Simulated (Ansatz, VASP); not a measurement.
## Two plane-wave programs on MgS

```xyz
2
Lattice="-1.0926 2.1852 2.1852 2.1852 -1.0926 2.1852 2.1852 2.1852 -1.0926" Properties=species:S:1:pos:R:3 pbc="T T T"
Mg    0.0000    0.0000    0.0000
S     1.6389    1.6389    1.6389
```

Alike in both runs: task single point; functional PBEsol; k mesh 8 × 8 × 8; occupations gaussian, width 0.05 eV; no spin polarisation.

|  | VASP | Ansatz |
| --- | --- | --- |
| version | VASP 6.6.1 | Ansatz 0.2.0 |
| potentials or method | VASP PAW PBE potentials, release 64 (Mg, S), cutoff 520 eV | scalar-relativistic, plane waves, PAW |
| valence electrons in the cell | 8 | 16 |

```csv
,VASP,Ansatz,Ansatz less VASP
gap on the k mesh at the Fermi level (eV),none,none,-
pressure (GPa),-2.4,-2.2,+0.20
```

VASP's potentials were made for PBE, not for PBEsol. A gap of «none» marks a metal or a gap that the smearing closes. The functional is the same, so the differences come from potentials, cutoffs and numerics. VASP's potentials hold 8 valence electrons a cell and Ansatz's 16, so a difference there can come from the potentials and not from the codes.
